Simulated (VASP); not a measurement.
# HfTa (Cmmm) in VASP: further runs

The runs below take HfTa through single point, with PBE.

Everything below comes from runs of VASP 6.6.1. Logs are shortened: lines on timing, memory, paths and dates and some standing lists are left out, and cuts for length are marked.

## (1) The cell of the first run

Symmetry: Cmmm, No. 65, orthorhombic system. Conventional cell: a = 3.425 Å, b = 4.799 Å, c = 4.848 Å, α = 90.00°, β = 90.00°, γ = 90.00°. Within 3.9 Å of Ta (site symmetry mmm) lie 6 Ta at 2.95 to 3.43 Å and 8 Hf at 2.97 to 3.41 Å. Hf (site symmetry mmm) has 6 Hf at 2.95 to 3.43 Å and 8 Ta at 2.97 to 3.41 Å within 3.9 Å.

## (2) Single point, PBE

INCAR reads:

```
PREC     = Accurate       # precision mode
ENCUT    = 520            # plane-wave cutoff, eV
EDIFF    = 1E-7           # SCF threshold, eV
ISMEAR   = -1             # smearing method
SIGMA    = 0.05           # smearing width, eV
LREAL    = False          # projectors in reciprocal space
LASPH    = True           # aspherical terms in the spheres
NELM     = 60             # most SCF steps
ALGO     = Normal         # electronic algorithm
ISIF     = 2              # what is computed and relaxed
LWAVE    = False          # write WAVECAR
LCHARG   = True           # write CHGCAR
GGA      = PE             # functional
LELF     = True           # ELF
LVHAR    = True         
NBANDS   = 18             # bands
```

KPOINTS reads:

```
regular mesh
0
Gamma
  8 8 5
```

POSCAR reads:

```
HfTa
1.0
    1.7127470000     -2.3996010000      0.0000000000
    1.7127470000      2.3996010000      0.0000000000
    0.0000000000      0.0000000000      4.8475550000
Ta Hf
1 1
Direct
    0.5000000000      0.5000000000      0.5000000000
    0.0000000000      0.0000000000      0.0000000000
```

Potentials or basis: VASP PAW PBE potentials, release 64 (Ta_pv, Hf_pv).

Launch:

```
cat potpaw_PBE.64/Ta_pv/POTCAR potpaw_PBE.64/Hf_pv/POTCAR > POTCAR
mpirun -np 1 vasp_std > vasp.out
```

OUTCAR:

```text
PREC = Accurate
   ENCUT = 520
   EDIFF = 1E-7
   ISMEAR = -1
   LREAL = False
   LASPH = True
   NELM = 60
   ISIF = 2
   GGA = PE

 ion  position               nearest neighbor table
   1  0.500  0.500  0.500-   2 2.97   2 2.97   2 2.97   2 2.97   2 3.41   2 3.41   2 3.41   2 3.41

   2  0.000  0.000  0.000-   1 2.97   1 2.97   1 2.97   1 2.97   1 3.41   1 3.41   1 3.41   1 3.41

  LATTYP: Found a base centered orthorhombic cell.
 ALAT       =     3.4254940000
 B/A-ratio  =     1.4010247865
 C/A-ratio  =     1.4151404148

  Lattice vectors:

 A1 = (   1.7127470000,  -2.3996010000,   0.0000000000)
 A2 = (   1.7127470000,   2.3996010000,   0.0000000000)
 A3 = (   0.0000000000,   0.0000000000,   4.8475550000)

Analysis of symmetry for initial positions (statically):
=====================================================================
 Subroutine PRICEL returns:
 Original cell was already a primitive cell.

 Routine SETGRP: Setting up the symmetry group for a
 base centered orthorhombic supercell.

 Subroutine GETGRP returns: Found  8 space group operations
 (whereof  8 operations were pure point group operations)
 out of a pool of  8 trial point group operations.

The static configuration has the point symmetry D_2h.

Analysis of symmetry for dynamics (positions and initial velocities):
=====================================================================
 Subroutine PRICEL returns:
 Original cell was already a primitive cell.

 Routine SETGRP: Setting up the symmetry group for a
 base centered orthorhombic supercell.

 Subroutine GETGRP returns: Found  8 space group operations
 (whereof  8 operations were pure point group operations)
 out of a pool of  8 trial point group operations.

The dynamic configuration has the point symmetry D_2h.

 Subroutine INISYM returns: Found  8 space group operations
 (whereof  8 operations are pure point group operations),
 and found     1 'primitive' translations

----------------------------------------------------------------------------------------

                                     Primitive cell

  volume of cell :      39.8460

  direct lattice vectors                    reciprocal lattice vectors
     1.712747000 -2.399601000  0.000000000     0.291928697 -0.208367975  0.000000000
[... 76 lines left out ...]
 SYSTEM =  unknown system
   PREC   = accura    normal or accurate (medium, high low for compatibility)
   ISTART =      0    job   : 0-new  1-cont  2-samecut
   ICHARG =      2    charge: 1-file 2-atom 10-const
   ISPIN  =      1    spin polarized calculation?
   LNONCOLLINEAR =      F non collinear calculations
   LSORBIT =      F    spin-orbit coupling
   LASPH  =      T    aspherical Exc in radial PAW
   ENCUT  =  520.0 eV  38.22 Ry    6.18 a.u.   5.48  5.48  9.01*2*pi/ulx,y,z
   NELM   =     60;   NELMIN=  2; NELMDL= -5     # of ELM steps
   EDIFF  = 0.1E-06   stopping-criterion for ELM
   LREAL  =      F    real-space projection
   EDIFFG = 0.1E-05   stopping-criterion for IOM
   NSW    =      0    number of steps for IOM
   IBRION =     -1    ionic relax: 0-MD 1-quasi-New 2-CG
   NFREE  =      0    steps in history (QN), initial steepest desc. (CG)
   ISIF   =      2    stress and relaxation
   ISYM   =      2    0-nonsym 1-usesym 2-fastsym
   POTIM  = 0.5000    time-step for ionic-motion
   TEBEG  =    0.0;   TEEND  =   0.0 temperature during run
   PSTRESS=    0.0 pullay stress
   NELECT =      21.0000    total number of electrons
   NUPDOWN=      -1.0000    fix difference up-down
   EMIN   =  10.00;   EMAX   =-10.00  energy-range for DOS
   EFERMI =   0.00;   METHOD = LEGACY
   ISMEAR =    -1;   SIGMA  =   0.05  broadening in eV -4-tet -1-fermi 0-gaus
   EFERMI_NEDOS =   21; number of points for ismear=-14 and -15
   IALGO  =     38    algorithm
   IMIX   =      4    mixing-type and parameters
     AMIX     =   0.40;   BMIX     =  1.00
     AMIX_MAG =   1.60;   BMIX_MAG =  1.00
  volume/ion in A,a.u.               =      19.92       134.45
  Fermi-wavevector in a.u.,A,eV,Ry     =   1.322370  2.498917 23.791990  1.748662
  Thomas-Fermi vector in A             =   2.452056
   LORBIT       =      0    0 simple, 1 ext, 2 COOP (PROOUT), +10 PAW based schemes
   GGA     = PE    functional components
[... 5 lines left out ...]
 non-spin polarized calculation
  energy-cutoff  :      520.00
  volume of cell :       39.85
 maximum number of plane-waves:      1091
 NGX is ok and might be reduce to    24
   NGX = 11   NGY = 11   NGZ = 19

 number of electron      21.0000004 magnetization

 Free energy of the ion-electron system (eV)
  ---------------------------------------------------
  ext. energy  EPLUGINS =         0.00000000
  ---------------------------------------------------
  free energy    TOTEN  =       -21.43562392 eV

  energy without entropy =      -21.40604794  energy(sigma->0) =      -21.42083593

 E-fermi :   5.0602     XC(G=0): -11.9620

 val. band max:        5.0487706079   @ k =   0.5000   0.3750   0.4000
 cond. band min:       5.0608868820   @ k =   0.5000   0.1250   0.2000
 fundamental gap:      0.0121162741
 Fermi energy:         5.0601861943

 k-point     1 :       0.0000    0.0000    0.0000
  band No.  band energies     occupation
      1     -28.8938      2.00000
      2     -28.5079      2.00000
      3     -28.3304      2.00000
      4     -24.8163      2.00000
      5     -24.5224      2.00000
      6     -24.3835      2.00000
[... 481 lines left out ...]
      5     -24.8015      2.00000
      6     -24.4612      2.00000
[... 10 lines left out ...]
     17      10.2867      0.00000
     18      13.5939      0.00000

 [... further k-points ...]

------------------------ aborting loop because EDIFF is reached ----------------------------------------

  FORCE on cell =-STRESS in cart. coord.  units (eV):
  Direction    XX          YY          ZZ          XY          YZ          ZX
  --------------------------------------------------------------------------------------
  -------------------------------------------------------------------------------------
  Total        0.0831309     -0.0316248      0.0444721      0.0000000      0.0000000      0.0000000
  in kB        3.3426273     -1.2716085      1.7881877      0.0000000      0.0000000      0.0000000
  external PRESSURE =       1.2864022 kB  Pullay stress =       0.0000000 kB

 VOLUME and BASIS-vectors are now :
 -----------------------------------------------------------------------------
  energy-cutoff  :      520.00
  volume of cell :       39.85
      direct lattice vectors                 reciprocal lattice vectors
     1.712747000 -2.399601000  0.000000000     0.291928697 -0.208367975  0.000000000
     1.712747000  2.399601000  0.000000000     0.291928697  0.208367975  0.000000000
     0.000000000  0.000000000  4.847555000     0.000000000  0.000000000  0.206289562

 POSITION                                       TOTAL-FORCE (eV/Angst)
 -----------------------------------------------------------------------------------
      1.71275      0.00000      2.42378         0.000000      0.000000      0.000000
      0.00000      0.00000      0.00000         0.000000      0.000000      0.000000
 -----------------------------------------------------------------------------------
    total drift:                                0.000000      0.000000     -0.000000

  FREE ENERGIE OF THE ION-ELECTRON SYSTEM (eV)
  ---------------------------------------------------
  free  energy   TOTEN  =       -21.4356239229 eV

  energy  without entropy=      -21.4060479379  energy(sigma->0) =      -21.42083593
```

stdout:

```text
POSCAR found type information on POSCAR TaHf
 POSCAR found :  2 types and       2 ions
 scaLAPACK will be used
 LDA part: xc-table for (Slater+PW92), standard interpolation
 POSCAR, INCAR and KPOINTS ok, starting setup
 FFT: planning ... GRIDC
 FFT: planning ... GRID_SOFT
 FFT: planning ... GRID
 WAVECAR not read
 entering main loop
```

It took 62 s on 1 thread of AMD EPYC 7R13, shared host; peak memory 0.16 GiB.

What came out:

```
Free energy            : -21.4356 eV
Pressure               : 0.1 GPa
Band gap on the k mesh : zero (an odd number of electrons rules out a gap without spin polarisation)
```

Stress tensor (GPa, compression positive):
```
 0.33  0.00  0.00
 0.00 -0.13  0.00
 0.00  0.00  0.18
```

Levels at points of the mesh, in eV from the Fermi level:
| k point | band 8 | band 9 | band 10 | band 11 | band 12 | band 13 |
| --- | --- | --- | --- | --- | --- | --- |
| (0.00, 0.00, 0.00) | -3.88 | -1.13 | 1.13 | 1.15 | 1.16 | 1.31 |
| (0.50, 0.00, 0.00) | -2.60 | -1.27 | -0.88 | -0.50 | -0.06 | 3.23 |
| (0.50, 0.50, 0.00) | -3.21 | -3.19 | -1.05 | 1.44 | 3.98 | 5.02 |

Caveat: spin-orbit coupling is left out, which moves the levels of the heavy elements.

## (3) Single point, PBE

This run uses another cell than the first one, of 20.12 Å³/atom.

INCAR reads:

```
SYSTEM = HfTa
PREC = Accurate
ENCUT = 520
EDIFF = 1E-7
ISMEAR = -1
SIGMA = 0.05
LREAL = .FALSE.
LASPH = .TRUE.
NELM = 100
ALGO = Fast
ISIF = 2
LWAVE = .FALSE.
LCHARG = .FALSE.
GGA = PE
NBANDS = 18
```

KPOINTS reads:

```
regular mesh
0
G
  8 8 5
  0 0 0
```

Changes to POSCAR since step 2:

```diff
@@ -4,3 +4,3 @@
     1.7127470000      2.3996010000      0.0000000000
-    0.0000000000      0.0000000000      4.8475550000
+    0.0000000000      0.0000000000      4.8960305500
 Ta Hf
```

Potentials or basis: VASP PAW PBE potentials, release 64 (Ta_pv, Hf_pv).

Launch:

```
cat potpaw_PBE.64/Ta_pv/POTCAR potpaw_PBE.64/Hf_pv/POTCAR > POTCAR
mpirun -np 1 vasp_std > vasp.out
```

Wall time 90 s (1 thread of AMD EPYC 7R13, shared host); peak memory 0.16 GiB.

Results (log left out):

- Free energy: -21.4336 eV
- Pressure: -1.3 GPa
- Band gap on the k mesh: zero (an odd number of electrons rules out a gap without spin polarisation)

Stress tensor (GPa, compression positive):
```
-0.95  0.00  0.00
 0.00 -1.01  0.00
 0.00  0.00 -1.83
```

Levels at points of the mesh, in eV from the Fermi level:
| k point | band 7 | band 8 | band 9 | band 10 | band 11 | band 12 | band 13 | band 14 |
| --- | --- | --- | --- | --- | --- | --- | --- | --- |
| (0.00, 0.00, 0.00) | -7.45 | -3.87 | -1.09 | 1.07 | 1.11 | 1.18 | 1.23 | 3.59 |
| (0.50, 0.00, 0.00) | -2.91 | -2.59 | -1.29 | -0.91 | -0.50 | -0.06 | 3.23 | 4.19 |
| (0.50, 0.50, 0.00) | -3.81 | -3.15 | -3.15 | -0.97 | 1.44 | 3.83 | 4.86 | 6.43 |

Caveat: spin-orbit coupling is left out, which moves the levels of the heavy elements.

## (4) Single point, PBE

This run uses another cell than the first one, of 20.32 Å³/atom.

INCAR reads:

```
SYSTEM = HfTa
  PREC = Accurate
  ENCUT = 520
  EDIFF = 1E-7
  ISMEAR = -1
  SIGMA = 0.05
  LREAL = .FALSE.
  LASPH = .TRUE.
  NELM = 100
  ALGO = Normal
  ISIF = 2
  LWAVE = .FALSE.
  LCHARG = .TRUE.
  GGA = PE
  LELF = .TRUE.
  LVHAR = .TRUE.
  NBANDS = 18
```

KPOINTS reads:

```
Automatic mesh
0
G
  8 8 5
  0 0 0
```

Changes to POSCAR since step 3:

```diff
@@ -4,3 +4,3 @@
     1.7127470000      2.3996010000      0.0000000000
-    0.0000000000      0.0000000000      4.8960305500
+    0.0000000000      0.0000000000      4.9445061000
 Ta Hf
```

Potentials or basis: VASP PAW PBE potentials, release 64 (Ta_pv, Hf_pv).

Launch:

```
cat potpaw_PBE.64/Ta_pv/POTCAR potpaw_PBE.64/Hf_pv/POTCAR > POTCAR
mpirun -np 1 vasp_std > vasp.out
```

OUTCAR:

```text
SYSTEM = HfTa
   PREC = Accurate
   ENCUT = 520
   EDIFF = 1E-7
   ISMEAR = -1
   LREAL = .FALSE.
   LASPH = .TRUE.
   NELM = 100
   ISIF = 2
   GGA = PE

 ion  position               nearest neighbor table
   1  0.500  0.500  0.500-   2 3.01   2 3.01   2 3.01   2 3.01   2 3.45   2 3.45   2 3.45   2 3.45

   2  0.000  0.000  0.000-   1 3.01   1 3.01   1 3.01   1 3.01   1 3.45   1 3.45   1 3.45   1 3.45

  LATTYP: Found a base centered orthorhombic cell.
 ALAT       =     3.4254940000
[... 697 lines left out ...]

  FORCE on cell =-STRESS in cart. coord.  units (eV):
  Direction    XX          YY          ZZ          XY          YZ          ZX
  --------------------------------------------------------------------------------------
  -------------------------------------------------------------------------------------
  Total       -0.5621483     -0.4742117     -0.8816681      0.0000000      0.0000000      0.0000000
  in kB      -22.1603367    -18.6938029    -34.7560589      0.0000000      0.0000000      0.0000000
  external PRESSURE =     -25.2033995 kB  Pullay stress =       0.0000000 kB

 VOLUME and BASIS-vectors are now :
 -----------------------------------------------------------------------------
  energy-cutoff  :      520.00
  volume of cell :       40.64
      direct lattice vectors                 reciprocal lattice vectors
     1.712747000 -2.399601000  0.000000000     0.291928697 -0.208367975  0.000000000
     1.712747000  2.399601000  0.000000000     0.291928697  0.208367975  0.000000000
     0.000000000  0.000000000  4.944506100     0.000000000  0.000000000  0.202244669

 POSITION                                       TOTAL-FORCE (eV/Angst)
 -----------------------------------------------------------------------------------
      1.71275      0.00000      2.47225         0.000000      0.000000      0.000000
      0.00000      0.00000      0.00000        -0.000000      0.000000      0.000000
 -----------------------------------------------------------------------------------
    total drift:                                0.000000      0.000000     -0.000000

  FREE ENERGIE OF THE ION-ELECTRON SYSTEM (eV)
  ---------------------------------------------------
  free  energy   TOTEN  =       -21.4270545908 eV

  energy  without entropy=      -21.3956578424  energy(sigma->0) =      -21.41135622
```

OSZICAR:

```text
N       E                     dE             d eps       ncg     rms          rms(c)
DAV:   1     0.113729122214E+03    0.11373E+03   -0.11371E+04  2268   0.111E+03
DAV:   2    -0.189778637726E+02   -0.13271E+03   -0.13008E+03  2868   0.302E+02
DAV:   3    -0.222370961098E+02   -0.32592E+01   -0.32126E+01  2716   0.396E+01
DAV:   4    -0.222630711402E+02   -0.25975E-01   -0.25952E-01  2650   0.393E+00
DAV:   5    -0.222632829405E+02   -0.21180E-03   -0.21179E-03  2598   0.335E-01    0.519E+01
DAV:   6    -0.216497701634E+02    0.61351E+00   -0.12502E+00  2542   0.693E+00    0.273E+01
DAV:   7    -0.218969566871E+02   -0.24719E+00   -0.59745E+00  2510   0.698E+00    0.130E+01
DAV:   8    -0.214322720117E+02    0.46468E+00   -0.30984E+00  2606   0.487E+00    0.230E+00
DAV:   9    -0.214273724352E+02    0.48996E-02   -0.45497E-02  2530   0.143E+00    0.879E-01
DAV:  10    -0.214270558444E+02    0.31659E-03   -0.19330E-03  2788   0.275E-01    0.158E-01
DAV:  11    -0.214270537991E+02    0.20453E-05   -0.71063E-05  2548   0.594E-02    0.235E-02
DAV:  12    -0.214270543706E+02   -0.57158E-06   -0.76167E-06  2620   0.184E-02    0.790E-03
DAV:  13    -0.214270549172E+02   -0.54660E-06   -0.10043E-06  2654   0.679E-03    0.132E-02
DAV:  14    -0.214270546333E+02    0.28396E-06   -0.35857E-07  1852   0.273E-03    0.165E-03
DAV:  15    -0.214270545908E+02    0.42500E-07   -0.28820E-08  1174   0.115E-03
   1 F= -.21427055E+02 E0= -.21411356E+02  d E =-.313967E-01
```

It took 67 s on 1 thread of AMD EPYC 7R13, shared host; peak memory 0.16 GiB.

What came out:

- Free energy: -21.4271 eV
- Pressure: -2.5 GPa
- Band gap on the k mesh: zero (an odd number of electrons rules out a gap without spin polarisation)

Stress tensor (GPa, compression positive):
```
-2.22  0.00  0.00
 0.00 -1.87  0.00
 0.00  0.00 -3.48
```

Caveat: spin-orbit coupling is left out, which moves the levels of the heavy elements.

[end of part 1 of 2]
